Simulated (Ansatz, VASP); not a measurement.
PtSe2: VASP beside Ansatz

```
CELL_PARAMETERS angstrom
3.72400 0.00000 0.00000
-1.86200 3.22508 0.00000
0.00000 0.00000 5.06200
ATOMIC_POSITIONS crystal
Pt 0.00000 0.00000 0.00000
Se 0.33333 0.66667 0.25000
Se 0.66667 0.33333 0.75000
```

Alike in both runs: task single point; functional PBE; k mesh 9 × 9 × 6; occupations fermi-dirac, width 0.05 eV; no spin polarisation.

```csv
,VASP,Ansatz
version,VASP 6.6.1,Ansatz 0.2.0
potentials or method,"VASP PAW PBE potentials, release 64 (Pt, Se), cutoff 520 eV","plane waves, PAW"
valence electrons in the cell,22,50
```

Ansatz gave:

* pressure (GPa): 7.3
* traceless stress, the component that is largest in VASP (GPa): -1.31
* rms of the force components (eV/Å): 0.271

Q: Which values does VASP return?

A: Pressure (GPa): 7.3; traceless stress, the component that is largest in VASP (GPa): -1.32; rms of the force components (eV/Å): 0.274.

Atom by atom the forces differ by 0.003 eV/Å (rms over components). With one functional, cell and mesh, what is left measures potentials, basis and numerics. VASP's potentials hold 22 valence electrons a cell and Ansatz's 50, so a difference there can come from the potentials and not from the codes.

Neither program's run includes spin-orbit coupling.
